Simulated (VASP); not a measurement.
Input of a VASP 6.6.1 run:

File INCAR:

```
SYSTEM = Hf
  PREC = Accurate
  ENCUT = 520
  EDIFF = 1E-6
  ISMEAR = -1
  SIGMA = 0.08
  LREAL = .FALSE.
  LASPH = .TRUE.
  NELM = 100
  ALGO = Normal
  ISIF = 2
  LWAVE = .FALSE.
  LCHARG = .FALSE.
  GGA = CA
  NBANDS = 17
```

File KPOINTS:

```
Automatic mesh
0
G
  15 15 8
  0 0 0
```

File POSCAR:

```
Hf
1.0
    2.8669086630      0.0000000000      0.0000000000
   -1.4334543315      2.4828157325      0.0000000000
    0.0000000000      0.0000000000      4.6820312033
Hf
2
Direct
    0.3333333333      0.6666666667      0.2500000000
    0.6666666667      0.3333333333      0.7500000000
```

Potentials or basis: VASP PAW LDA potentials, release 64 (Hf_pv).

The run is started by

```console
$ cat potpaw_LDA.64/Hf_pv/POTCAR > POTCAR
$ mpirun -np 1 vasp_std > vasp.out
```

(1) Predict the pressure.

(2) Estimate the band gap on the k mesh.

## Answers

(1) 38.7 GPa.

(2) zero (bands 10 and 11 overlap by 1.80 eV).

Caveat: the cell stands under pressure; spin-orbit coupling is left out, which moves the levels of the heavy elements.
